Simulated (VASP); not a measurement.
**MgO: single point with r2SCAN**

**Experimental background.**

“Electronic structure of alkaline earth and post-transition metal oxides”, 2009, arxiv:0908.1581 quotes, for a bulk crystal of MgO: band gap 7.83 eV.

Crystal: MgO.

```xyz
2
Lattice="0.0000 2.1021 2.1021 2.1021 0.0000 2.1021 2.1021 2.1021 0.0000" Properties=species:S:1:pos:R:3 pbc="T T T"
Mg    0.0000    0.0000    0.0000
O     2.1021    2.1021    2.1021
```

```
Program                : VASP 6.6.1
Task                   : single point
Functional             : r2SCAN
Potentials or basis    : VASP PAW PBE potentials, release 64 (Mg_sv, O)
Cutoff                 : 660 eV
k mesh                 : 10 × 10 × 10
Occupations            : gaussian, width 0.02 eV
Spin                   : no spin polarisation
Dipole correction      : no
Second run             : valence_matched
Further INCAR settings : ALGO = Normal; EDIFF = 1e-06; NBANDS = 15
```

- Pressure: -0.2 GPa
- Band gap on the k mesh: 5.71 eV, direct

Levels at points of the mesh, in eV from the valence-band top:
```csv
k point,band 6,band 7,band 8,band 9,band 10,band 11
"(0.00, 0.00, 0.00)",0.00,0.00,0.00,5.71,16.89,16.89
"(0.50, 0.00, 0.00)",-4.62,-0.68,-0.68,8.87,13.92,17.57
"(0.50, 0.50, 0.00)",-4.10,-1.37,-1.37,10.05,11.24,14.38
```

Wall time 67 s on 1 thread of Intel(R) Xeon(R) Platinum 8488C (Sapphire Rapids), with other jobs on the host, peak memory 0.16 GiB.

Measured gap of MgO: 7.83 eV (quoted in “Electronic structure of alkaline earth and post-transition metal oxides”, 2009, arxiv:0908.1581). This calculation gives 5.71 eV (-2.12 eV). The value is that of r2SCAN, without temperature or zero-point motion.

Caveat: the PAW data sets were made with another functional, which shifts forces and pressure a little.
